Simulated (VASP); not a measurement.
A run of VASP 6.6.1 is set up as follows.

Contents of INCAR:

```
SYSTEM = Ga
  ALGO = Normal
  EDIFF = 1E-6
  ENCUT = 520
  GGA = PS
  ISIF = 2
  ISMEAR = -1
  LASPH = .TRUE.
  LCHARG = .TRUE.
  LELF = .TRUE.
  LREAL = .FALSE.
  LVHAR = .TRUE.
  LWAVE = .FALSE.
  NBANDS = 20
  NELM = 80
  PREC = Accurate
  SIGMA = 0.03
```

File KPOINTS:

```
k-points
0
G
  14 14 11
  0 0 0
```

POSCAR

```
Ga
1.0
    1.4433975000     -4.0472450000      0.0396525000
    1.3226025000      4.0057550000     -0.0811425000
   -0.1673989500     -0.0481872000      3.3316917500
Ga
2
Direct
    0.8690000000      0.1310000000      0.2500000000
    0.1310000000      0.8690000000      0.7500000000
```

Potentials or basis: VASP PAW PBE potentials, release 64 (Ga_d).

Command:

```sh
$ cat potpaw_PBE.64/Ga_d/POTCAR > POTCAR
$ mpirun -np 1 vasp_std > vasp.out
```

Question: Estimate the band gap on the k mesh.

Answer: Zero (bands 13 and 14 overlap by 7.92 eV).

Question: Predict the pressure.

Answer: -1.6 GPa.

Stress tensor (GPa, compression positive):
```
-1.74  0.79  0.19
 0.79 -1.37  1.19
 0.19  1.19 -1.82
```

Caveat: the cell differs from its parent crystal (equal xy, yz and zx shear strains of -3 %); the PAW data sets were made with another functional, which shifts forces and pressure a little.
